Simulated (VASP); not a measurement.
# Hf4C (P6/mmm) in VASP: further runs

Runs on Hf4C. Level: PBE. Tasks: single point, relaxation of cell and atoms.

Everything below comes from runs of VASP 6.6.1. Logs are shortened: lines on timing, memory, paths and dates and some standing lists are left out, and cuts for length are marked.

### 1 The cell of the first run

It takes space group P6/mmm (No. 191, hexagonal). Conventional cell: a = 4.996 Å, b = 4.996 Å, c = 5.016 Å, α = 90.00°, β = 90.00°, γ = 120.00°. Within 3.3 Å of Hf (site symmetry mmm) lie 6 Hf at 2.50 Å. Within 3.3 Å of Hf (site symmetry 6/mmm) lie 6 Hf at 2.50 Å and 2 C at 2.51 Å. C (site symmetry 6/mmm) has 2 Hf at 2.51 Å within 3.3 Å.

The cell was generated, and may not be a known phase.

### 2 Single point, PBE

INCAR

```
SYSTEM = Hf4C
ALGO = Normal ; EDIFF = 1E-6
ENCUT = 520 ; GGA = PE
ISIF = 2 ; ISMEAR = 0
LASPH = .TRUE. ; LCHARG = .FALSE.
LREAL = .FALSE. ; LWAVE = .FALSE.
NBANDS = 30 ; NELM = 100
PREC = Accurate ; SIGMA = 0.1
```

KPOINTS

```
k-points
0
G
  6 6 4
  0 0 0
```

POSCAR

```
Hf4C
1.0
    4.9956528300      0.0000000000      0.0000000000
   -2.4978264200      4.3263622600      0.0000000000
    0.0000000000      0.0000000000      5.0163694800
Hf C
4 1
Direct
    0.5000000000      0.0000000000      0.0000000000
    0.0000000000      0.5000000000      0.0000000000
    0.5000000000      0.5000000000      0.0000000000
    0.0000000000      0.0000000000      0.0000000000
    0.0000000000      0.0000000000      0.5000000000
```

Potentials or basis: VASP PAW PBE potentials, release 64 (Hf_pv, C).

Started as:

```bash
> cat potpaw_PBE.64/Hf_pv/POTCAR potpaw_PBE.64/C/POTCAR > POTCAR
> mpirun -np 1 vasp_std > vasp.out
```

OUTCAR:

```text
SYSTEM = Hf4C
   EDIFF = 1E-6
   ENCUT = 520
   GGA = PE
   ISIF = 2
   ISMEAR = 0
   LASPH = .TRUE.
   LREAL = .FALSE.
   NELM = 100
   PREC = Accurate

 ion  position               nearest neighbor table
   1  0.500  0.000  0.000-   2 2.50   2 2.50   4 2.50   4 2.50   3 2.50   3 2.50
   2  0.000  0.500  0.000-   1 2.50   1 2.50   3 2.50   3 2.50   4 2.50   4 2.50
   3  0.500  0.500  0.000-   4 2.50   4 2.50   2 2.50   2 2.50   1 2.50   1 2.50
   4  0.000  0.000  0.000-   3 2.50   3 2.50   1 2.50   1 2.50   2 2.50   2 2.50   5 2.51   5 2.51

   5  0.000  0.000  0.500-   4 2.51   4 2.51

  LATTYP: Found a hexagonal cell.
 ALAT       =     4.9956528300
 C/A-ratio  =     1.0041469355

  Lattice vectors:

 A1 = (   4.9956528300,   0.0000000000,   0.0000000000)
 A2 = (  -2.4978264200,   4.3263622600,   0.0000000000)
 A3 = (   0.0000000000,   0.0000000000,   5.0163694800)

Analysis of symmetry for initial positions (statically):
=====================================================================
 Subroutine PRICEL returns:
 Original cell was already a primitive cell.

 Routine SETGRP: Setting up the symmetry group for a
 hexagonal supercell.

 Subroutine GETGRP returns: Found 24 space group operations
 (whereof 24 operations were pure point group operations)
 out of a pool of 24 trial point group operations.

The static configuration has the point symmetry D_6h.

Analysis of symmetry for dynamics (positions and initial velocities):
=====================================================================
 Subroutine PRICEL returns:
 Original cell was already a primitive cell.

 Routine SETGRP: Setting up the symmetry group for a
 hexagonal supercell.

 Subroutine GETGRP returns: Found 24 space group operations
 (whereof 24 operations were pure point group operations)
 out of a pool of 24 trial point group operations.

The dynamic configuration has the point symmetry D_6h.

 Subroutine INISYM returns: Found 24 space group operations
 (whereof 24 operations are pure point group operations),
 and found     1 'primitive' translations

----------------------------------------------------------------------------------------

                                     Primitive cell

  volume of cell :     108.4188

  direct lattice vectors                    reciprocal lattice vectors
     4.995652830  0.000000000  0.000000000     0.200174038  0.115570535  0.000000000
    -2.497826420  4.326362260  0.000000000     0.000000000  0.231141070  0.000000000
     0.000000000  0.000000000  5.016369480     0.000000000  0.000000000  0.199347357

  length of vectors
     4.995652830  4.995652833  5.016369480     0.231141070  0.231141070  0.199347357

  position of ions in fractional coordinates (direct lattice)
     0.500000000  0.000000000  0.000000000
     1.000000000  0.500000000  0.000000000
     0.500000000  0.500000000  0.000000000
     0.000000000  0.000000000  0.000000000
     0.000000000  0.000000000  0.500000000

  ion indices of the primitive-cell ions
   primitive index   ion index
                 1           1
                 2           2
                 3           3
                 4           4
                 5           5

----------------------------------------------------------------------------------------

 KPOINTS: k-points

Automatic generation of k-mesh.
 Grid dimensions read from file:
 generate k-points for:    6    6    4

 Generating k-lattice:

  Cartesian coordinates                     Fractional coordinates (reciprocal lattice)
     0.033362340  0.019261756  0.000000000     0.166666667  0.000000000  0.000000000
     0.000000000  0.038523512  0.000000000     0.000000000  0.166666667  0.000000000
     0.000000000  0.000000000  0.049836839     0.000000000  0.000000000  0.250000000

  Length of vectors
     0.038523512  0.038523512  0.049836839

  Shift w.r.t. Gamma in fractional coordinates (k-lattice)
     0.000000000  0.000000000  0.000000000

 Subroutine IBZKPT returns following result:
 ===========================================

 Found     21 irreducible k-points:

 Following reciprocal coordinates:
            Coordinates               Weight
  0.000000  0.000000  0.000000      1.000000
  0.166667 -0.000000  0.000000      6.000000
  0.333333 -0.000000  0.000000      6.000000
  0.500000  0.000000  0.000000      3.000000
  0.166667  0.166667  0.000000      6.000000
  0.333333  0.166667  0.000000     12.000000
[... 13 lines left out ...]
  0.333333  0.166667  0.500000     12.000000
  0.333333  0.333333  0.500000      2.000000
   k-points           NKPTS =     21   k-points in BZ     NKDIM =     21   number of bands    NBANDS=     30
   number of dos      NEDOS =    301   number of ions     NIONS =      5
   total plane-waves  NPLWV =  64000
   dimension x,y,z NGX =    40 NGY =   40 NGZ =   40
   dimension x,y,z NGXF=    80 NGYF=   80 NGZF=   80
   ions per type =               4   1
   NGX,Y,Z   is equivalent  to a cutoff of  13.31, 13.31, 13.26 a.u.
   NGXF,Y,Z  is equivalent  to a cutoff of  26.62, 26.62, 26.51 a.u.
 SYSTEM =  Hf4C
   PREC   = accura    normal or accurate (medium, high low for compatibility)
   ISTART =      0    job   : 0-new  1-cont  2-samecut
   ICHARG =      2    charge: 1-file 2-atom 10-const
   ISPIN  =      1    spin polarized calculation?
   LNONCOLLINEAR =      F non collinear calculations
   LSORBIT =      F    spin-orbit coupling
   LASPH  =      T    aspherical Exc in radial PAW
   ENCUT  =  520.0 eV  38.22 Ry    6.18 a.u.   9.29  9.29  9.33*2*pi/ulx,y,z
   NELM   =    100;   NELMIN=  2; NELMDL= -5     # of ELM steps
   EDIFF  = 0.1E-05   stopping-criterion for ELM
   LREAL  =      F    real-space projection
   EDIFFG = 0.1E-04   stopping-criterion for IOM
   NSW    =      0    number of steps for IOM
   IBRION =     -1    ionic relax: 0-MD 1-quasi-New 2-CG
   NFREE  =      0    steps in history (QN), initial steepest desc. (CG)
   ISIF   =      2    stress and relaxation
   ISYM   =      2    0-nonsym 1-usesym 2-fastsym
   POTIM  = 0.5000    time-step for ionic-motion
   TEBEG  =    0.0;   TEEND  =   0.0 temperature during run
   PSTRESS=    0.0 pullay stress
   NELECT =      44.0000    total number of electrons
   NUPDOWN=      -1.0000    fix difference up-down
   EMIN   =  10.00;   EMAX   =-10.00  energy-range for DOS
   EFERMI =   0.00;   METHOD = LEGACY
   ISMEAR =     0;   SIGMA  =   0.10  broadening in eV -4-tet -1-fermi 0-gaus
   EFERMI_NEDOS =   21; number of points for ismear=-14 and -15
   IALGO  =     38    algorithm
   IMIX   =      4    mixing-type and parameters
     AMIX     =   0.40;   BMIX     =  1.00
     AMIX_MAG =   1.60;   BMIX_MAG =  1.00
  volume/ion in A,a.u.               =      21.68       146.33
  Fermi-wavevector in a.u.,A,eV,Ry     =   1.212060  2.290462 19.988180  1.469090
  Thomas-Fermi vector in A             =   2.347556
   LORBIT       =      0    0 simple, 1 ext, 2 COOP (PROOUT), +10 PAW based schemes
   GGA     = PE    functional components
   LHFCALC =     F    Hartree Fock is set to
   AEXX    =    0.0000 exact exchange contribution
   IVDW    =     0    specifies the selected vdW correction
   LEPSILON=     F    determine dielectric tensor
   LRPA    =     F    only Hartree local field effects (RPA)
 non-spin polarized calculation
 Gauss-broadening in eV      SIGMA  =   0.10
  energy-cutoff  :      520.00
  volume of cell :      108.42
 maximum number of plane-waves:      2959
 NGX is ok and might be reduce to    40
   NGX = 19   NGY = 19   NGZ = 19

 number of electron      43.9999992 magnetization

 Free energy of the ion-electron system (eV)
  ---------------------------------------------------
  ext. energy  EPLUGINS =         0.00000000
  ---------------------------------------------------
  free energy    TOTEN  =       -33.08652336 eV

  energy without entropy =      -33.06677199  energy(sigma->0) =      -33.07664767

 E-fermi :   3.2540     XC(G=0): -10.1283

 val. band max:        3.2489071363   @ k =   0.3333   0.1667   0.5000
 cond. band min:       3.3160756077   @ k =   0.5000   0.0000   0.2500
 fundamental gap:      0.0671684713
 Fermi energy:         3.2539567487

 k-point     1 :       0.0000    0.0000    0.0000
  band No.  band energies     occupation
      1     -29.2461      2.00000
      2     -29.1794      2.00000
      3     -29.1794      2.00000
      4     -27.2166      2.00000
      5     -26.4725      2.00000
      6     -26.4725      2.00000
[... 22 lines left out ...]
     29       7.6225      0.00000
     30       8.3448      0.00000

 k-point     2 :       0.1667   -0.0000    0.0000
  band No.  band energies     occupation
      1     -29.0930      2.00000
      2     -29.0337      2.00000
      3     -28.9466      2.00000
      4     -27.1679      2.00000
      5     -26.5145      2.00000
      6     -26.4733      2.00000
[... 22 lines left out ...]
     29       7.0289      0.00000
     30       8.2781      0.00000

 k-point     3 :       0.3333   -0.0000    0.0000
  band No.  band energies     occupation
      1     -28.7504      2.00000
      2     -28.6607      2.00000
      3     -28.2459      2.00000
      4     -27.0372      2.00000
      5     -26.6338      2.00000
      6     -26.5752      2.00000
[... 22 lines left out ...]
     29       6.6317      0.00000
     30       6.8558      0.00000

 k-point     4 :       0.5000    0.0000    0.0000
  band No.  band energies     occupation
      1     -28.5208      2.00000
      2     -28.3863      2.00000
      3     -27.3041      2.00000
      4     -27.1345      2.00000
      5     -26.9177      2.00000
      6     -26.9133      2.00000
[... 517 lines left out ...]
     29       6.8335      0.00000
     30       7.1056      0.00000

 k-point    20 :       0.3333    0.1667    0.5000
  band No.  band energies     occupation
      1     -28.5090      2.00000
      2     -28.2106      2.00000
      3     -27.7798      2.00000
      4     -27.2777      2.00000
      5     -26.9335      2.00000
      6     -26.7141      2.00000
[... 22 lines left out ...]
     29       5.9543      0.00000
     30       6.1023      0.00000

 k-point    21 :       0.3333    0.3333    0.5000
  band No.  band energies     occupation
      1     -28.0069      2.00000
      2     -28.0069      2.00000
      3     -27.6405      2.00000
      4     -27.4318      2.00000
      5     -27.4318      2.00000
      6     -26.8086      2.00000
[... 22 lines left out ...]
     29       5.2243      0.00000
     30       5.4821      0.00000

------------------------ aborting loop because EDIFF is reached ----------------------------------------

  FORCE on cell =-STRESS in cart. coord.  units (eV):
  Direction    XX          YY          ZZ          XY          YZ          ZX
  --------------------------------------------------------------------------------------
  -------------------------------------------------------------------------------------
  Total       42.2247043     42.2247043    -14.0078713     -0.0000000     -0.0000000      0.0000000
  in kB      623.9827028    623.9827030   -207.0036859     -0.0000007     -0.0000000      0.0000000
  external PRESSURE =     346.9872400 kB  Pullay stress =       0.0000000 kB

 VOLUME and BASIS-vectors are now :
 -----------------------------------------------------------------------------
  energy-cutoff  :      520.00
  volume of cell :      108.42
      direct lattice vectors                 reciprocal lattice vectors
     4.995652830  0.000000000  0.000000000     0.200174038  0.115570535  0.000000000
    -2.497826420  4.326362260  0.000000000     0.000000000  0.231141070  0.000000000
     0.000000000  0.000000000  5.016369480     0.000000000  0.000000000  0.199347357

 POSITION                                       TOTAL-FORCE (eV/Angst)
 -----------------------------------------------------------------------------------
      2.49783      0.00000      0.00000         0.000000      0.000000      0.000000
     -1.24891      2.16318      0.00000         0.000000      0.000000      0.000000
      1.24891      2.16318      0.00000        -0.000000      0.000000      0.000000
      0.00000      0.00000      0.00000         0.000000      0.000000      0.000000
      0.00000      0.00000      2.50818         0.000000      0.000000      0.000000
 -----------------------------------------------------------------------------------
    total drift:                               -0.000000      0.000000     -0.000000

  FREE ENERGIE OF THE ION-ELECTRON SYSTEM (eV)
  ---------------------------------------------------
  free  energy   TOTEN  =       -33.0865233560 eV

  energy  without entropy=      -33.0667719876  energy(sigma->0) =      -33.07664767
```

Wall time 34 s (1 thread of Intel Xeon 6975P-C (Granite Rapids), shared host); peak memory 0.26 GiB.

Results:

```
Free energy            : -33.0865 eV
Pressure               : 34.7 GPa
Band gap on the k mesh : zero (bands 22 and 23 overlap by 1.70 eV)
```

Caveat: the stress differs along the axes, from -21 to 62 GPa; spin-orbit coupling is left out, which moves the levels of the heavy elements.

### 3 Single point, PBE

This run uses another cell than the first one, of 25.74 Å³/atom.

INCAR

```
ALGO = Normal ; EDIFF = 1E-6
ENCUT = 520 ; GGA = PE
ISIF = 2 ; ISMEAR = 0
LASPH = T ; LCHARG = F
LREAL = F ; LWAVE = F
NBANDS = 30 ; NELM = 100
PREC = Accurate ; SIGMA = 0.1
```

KPOINTS

```
k-points
0
Gamma
  6 6 4
```

POSCAR, as its differences from that of step 2:

```diff
@@ -2,5 +2,5 @@
 1.0
-    4.9956528300      0.0000000000      0.0000000000
-   -2.4978264200      4.3263622600      0.0000000000
-    0.0000000000      0.0000000000      5.0163694800
+    6.0216656962      0.0000000035      0.0000000000
+   -3.0108328511      5.2149154643      0.0000000000
+    0.0000000000      0.0000000000      4.0986073592
 Hf C
```

Potentials or basis: VASP PAW PBE potentials, release 64 (Hf_pv, C).

Started as:

```bash
> cat potpaw_PBE.64/Hf_pv/POTCAR potpaw_PBE.64/C/POTCAR > POTCAR
> mpirun -np 1 vasp_std > vasp.out
```

It took 44 s on 1 thread of Intel Xeon 6975P-C (Granite Rapids), shared host; peak memory 0.28 GiB.

Results (log left out):

```yaml
Free_energy: -41.0829 eV
Pressure: -0.1 GPa
Band_gap_on_the_k_mesh: zero (bands 22 and 23 overlap by 0.47 eV)
```

Stress tensor (GPa, compression positive):
```
-0.14  0.00  0.00
 0.00 -0.14  0.00
 0.00  0.00 -0.05
```

Levels at points of the mesh, in eV from the Fermi level:
| k point | band 19 | band 20 | band 21 | band 22 | band 23 | band 24 | band 25 | band 26 |
| --- | --- | --- | --- | --- | --- | --- | --- | --- |
| (0.00, 0.00, 0.00) | -1.22 | -1.03 | -0.34 | -0.24 | -0.24 | 0.52 | 0.52 | 0.80 |
| (0.50, 0.00, 0.00) | -0.75 | -0.62 | 0.00 | 0.23 | 0.40 | 0.42 | 0.48 | 0.66 |
| (0.00, 0.00, 0.50) | -2.55 | -2.40 | -1.68 | -0.22 | 1.65 | 1.65 | 1.66 | 1.66 |
| (0.50, 0.00, 0.50) | -1.26 | -0.51 | -0.35 | -0.17 | -0.02 | 0.03 | 0.17 | 0.30 |

Caveat: the k points lie up to 0.38 Å⁻¹ apart; spin-orbit coupling is left out, which moves the levels of the heavy elements.

### 4 Single point, PBE

This run uses another cell than the first one, of 25.76 Å³/atom.

INCAR

```
SYSTEM = Hf4C
PREC = Accurate
ENCUT = 520
EDIFF = 1E-6
ISMEAR = 0
SIGMA = 0.1
LREAL = .FALSE.
LASPH = .TRUE.
NELM = 80
ALGO = Normal
ISIF = 2
LWAVE = .FALSE.
LCHARG = .FALSE.
GGA = PE
NBANDS = 30
```

KPOINTS

```
Automatic mesh
0
G
  6 6 10
  0 0 0
```

POSCAR, as its differences from that of step 3:

```diff
@@ -2,5 +2,5 @@
 1.0
-    6.0216656962      0.0000000035      0.0000000000
-   -3.0108328511      5.2149154643      0.0000000000
-    0.0000000000      0.0000000000      4.0986073592
+    6.0259104653      0.0000000000      0.0000000000
+   -3.0129552327      5.2185915439      0.0000000000
+    0.0000000000      0.0000000000      4.0964441720
 Hf C
```

Potentials or basis: VASP PAW PBE potentials, release 64 (Hf_pv, C).

Started as:

```bash
> cat potpaw_PBE.64/Hf_pv/POTCAR potpaw_PBE.64/C/POTCAR > POTCAR
> mpirun -np 1 vasp_std > vasp.out
```

OUTCAR:

```text
SYSTEM = Hf4C
   PREC = Accurate
   ENCUT = 520
   EDIFF = 1E-6
   ISMEAR = 0
   LREAL = .FALSE.
   LASPH = .TRUE.
   NELM = 80
   ISIF = 2
   GGA = PE

 ion  position               nearest neighbor table
   1  0.500  0.000  0.000-   2 3.01   2 3.01   4 3.01   4 3.01   3 3.01   3 3.01
   2  0.000  0.500  0.000-   1 3.01   1 3.01   3 3.01   3 3.01   4 3.01   4 3.01
   3  0.500  0.500  0.000-   4 3.01   4 3.01   2 3.01   2 3.01   1 3.01   1 3.01
   4  0.000  0.000  0.000-   5 2.05   5 2.05   3 3.01   3 3.01   1 3.01   1 3.01   2 3.01   2 3.01

   5  0.000  0.000  0.500-   4 2.05   4 2.05

  LATTYP: Found a hexagonal cell.
 ALAT       =     6.0259104653
 C/A-ratio  =     0.6798050179
[... 994 lines left out ...]
  -------------------------------------------------------------------------------------
  Total       -0.2144579     -0.2144579      0.2989583      0.0000000     -0.0000000      0.0000000
  in kB       -2.6672864     -2.6672864      3.7182466      0.0000000     -0.0000000      0.0000000
  external PRESSURE =      -0.5387754 kB  Pullay stress =       0.0000000 kB

 VOLUME and BASIS-vectors are now :
 -----------------------------------------------------------------------------
  energy-cutoff  :      520.00
  volume of cell :      128.82
      direct lattice vectors                 reciprocal lattice vectors
     6.025910465  0.000000000  0.000000000     0.165950026  0.095811292  0.000000000
    -3.012955233  5.218591544  0.000000000     0.000000000  0.191622585  0.000000000
     0.000000000  0.000000000  4.096444172     0.000000000  0.000000000  0.244114153

 POSITION                                       TOTAL-FORCE (eV/Angst)
 -----------------------------------------------------------------------------------
      3.01296      0.00000      0.00000        -0.000000      0.000000      0.000000
     -1.50648      2.60930      0.00000        -0.000000      0.000000      0.000000
      1.50648      2.60930      0.00000         0.000000      0.000000      0.000000
      0.00000      0.00000      0.00000        -0.000000      0.000000      0.000000
      0.00000      0.00000      2.04822        -0.000000      0.000000      0.000000
 -----------------------------------------------------------------------------------
    total drift:                               -0.000000      0.000000      0.000000

  FREE ENERGIE OF THE ION-ELECTRON SYSTEM (eV)
  ---------------------------------------------------
  free  energy   TOTEN  =       -41.0590714780 eV

  energy  without entropy=      -41.0223963468  energy(sigma->0) =      -41.04073391
```

OSZICAR:

```text
N       E                     dE             d eps       ncg     rms          rms(c)
DAV:   1     0.176771392801E+03    0.17677E+03   -0.23641E+04  2664   0.134E+03
DAV:   2    -0.327708007321E+02   -0.20954E+03   -0.20101E+03  2994   0.325E+02
DAV:   3    -0.463894578997E+02   -0.13619E+02   -0.12977E+02  3430   0.510E+01
DAV:   4    -0.468372421289E+02   -0.44778E+00   -0.43502E+00  3362   0.917E+00
DAV:   5    -0.468508393309E+02   -0.13597E-01   -0.13531E-01  3358   0.136E+00    0.904E+01
DAV:   6    -0.436252490602E+02    0.32256E+01   -0.47138E+01  3406   0.233E+01    0.410E+01
DAV:   7    -0.427942752400E+02    0.83097E+00   -0.22355E+01  3378   0.137E+01    0.466E+01
DAV:   8    -0.411464988216E+02    0.16478E+01   -0.67268E+00  3262   0.100E+01    0.138E+01
DAV:   9    -0.410778703103E+02    0.68629E-01   -0.12620E+00  3500   0.366E+00    0.580E+00
DAV:  10    -0.410622260428E+02    0.15644E-01   -0.11995E-01  3452   0.116E+00    0.172E+00
DAV:  11    -0.410595146263E+02    0.27114E-02   -0.92993E-03  3198   0.459E-01    0.117E+00
DAV:  12    -0.410591444946E+02    0.37013E-03   -0.36824E-03  3288   0.257E-01    0.342E-01
DAV:  13    -0.410590704227E+02    0.74072E-04   -0.36327E-04  3272   0.698E-02    0.136E-01
DAV:  14    -0.410590719328E+02   -0.15101E-05   -0.16593E-05  3420   0.179E-02    0.560E-02
DAV:  15    -0.410590717065E+02    0.22627E-06   -0.10558E-05  3566   0.147E-02    0.241E-02
DAV:  16    -0.410590714780E+02    0.22847E-06   -0.92381E-07  2034   0.435E-03
   1 F= -.41059071E+02 E0= -.41040734E+02  d E =-.366751E-01
```

Run time: 77 s. Hardware: 1 thread of Intel Xeon 6975P-C (Granite Rapids), shared host; peak memory 0.32 GiB.

Results:

| Property | Result |
| --- | --- |
| Free energy | -41.0591 eV |
| Pressure | -0.1 GPa |
| Band gap on the k mesh | zero (bands 22 and 23 overlap by 0.48 eV) |

Caveat: spin-orbit coupling is left out, which moves the levels of the heavy elements.

[end of part 1 of 2]

The gap in the log of VASP goes by the Fermi energy; the results here count the filled bands.